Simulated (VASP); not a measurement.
## GaN: single point with r2SCAN

GaN:

```
CELL_PARAMETERS angstrom
0.00000 2.29770 2.29770
2.29770 0.00000 2.29770
2.29770 2.29770 0.00000
ATOMIC_POSITIONS crystal
Ga 0.00000 0.00000 0.00000
N 0.25000 0.25000 0.25000
```

* Program: VASP 6.6.1
* Task: single point
* Functional: r2SCAN
* Potentials or basis: VASP PAW PBE potentials, release 64 (Ga_d, N)
* Cutoff: 520 eV
* k mesh: 10 × 10 × 10
* Occupations: fermi-dirac, width 0.05 eV
* Spin: no spin polarisation
* Dipole correction: no
* Further INCAR settings: ALGO = Normal; EDIFF = 1e-06; NBANDS = 16

```
Pressure               : -10.0 GPa
Band gap on the k mesh : 1.73 eV, direct
```

Levels at points of the mesh, in eV from the valence-band top:
| k point | band 6 | band 7 | band 8 | band 9 | band 10 | band 11 | band 12 | band 13 |
| --- | --- | --- | --- | --- | --- | --- | --- | --- |
| (0.00, 0.00, 0.00) | -13.51 | 0.00 | 0.00 | 0.00 | 1.73 | 10.62 | 10.62 | 10.62 |
| (0.50, 0.00, 0.00) | -12.39 | -6.78 | -0.93 | -0.93 | 4.75 | 9.13 | 10.68 | 10.68 |
| (0.50, 0.50, 0.00) | -12.00 | -5.98 | -2.58 | -2.58 | 3.74 | 6.87 | 12.14 | 14.30 |

Wall time 44 s on 1 thread of Intel(R) Xeon(R) Platinum 8259CL CPU @ 2.50GHz (Skylake/Cascade Lake), with other jobs on the host, peak memory 0.15 GiB.

Caveat: the PAW data sets were made with another functional, which shifts forces and pressure a little. r2SCAN opens gaps a little over a GGA but as a rule still falls short of measured ones.
